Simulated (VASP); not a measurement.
**SnO: single point with PBE+D3(BJ)**

Slab: SnO, a slab with vacuum.

```
Sn O
1.0
     3.82015    0.00030    0.00000
    -0.00031    3.82015    0.00000
     0.00000    0.00000   22.22608
Sn O
4 4
Direct
  0.99995 0.99995 0.20246
  0.49995 0.49995 0.30878
  0.62495 0.87495 0.50675
  0.12495 0.37495 0.61307
  0.99995 0.49995 0.25562
  0.49995 0.99995 0.25562
  0.62494 0.37494 0.55991
  0.12494 0.87494 0.55991
```

```
Program             : VASP 6.6.1
Task                : single point
Functional          : PBE
Dispersion          : D3(BJ)
Potentials or basis : VASP PAW PBE potentials, release 64 (Sn_d, O)
Cutoff              : 520 eV
k mesh              : 7 × 7 × 1
Occupations         : gaussian, width 0.05 eV
Spin                : no spin polarisation
```

- Largest force: 0.144 eV/Å
- Band gap on the k mesh: 2.58 eV, indirect (least direct gap 2.61 eV)
- Dispersion energy per atom: -0.153 eV

Forces on the atoms (eV/Å):
```
Sn  -0.001 -0.002 -0.084
Sn  -0.005 -0.010  0.144
Sn   0.005  0.010 -0.144
Sn   0.001  0.002  0.084
O   -0.008  0.004  0.006
O    0.003 -0.010  0.006
O   -0.003  0.010 -0.006
O    0.008 -0.004 -0.006
```

Levels at points of the mesh, in eV from the valence-band top:
```tsv
k point	band 36	band 37	band 38	band 39	band 40	band 41	band 42	band 43	band 44	band 45
(0.00, 0.00, 0.00)	-1.89	-1.89	-1.89	-0.50	-0.03	2.58	2.92	2.92	3.73	4.93
```

Wall time 6.4 min on 1 thread of AMD EPYC 9R45 96-Core Processor (Zen 5), on a shared host, peak memory 0.5 GiB.

Caveat: spin-orbit coupling is left out, which moves the levels of the heavy elements.
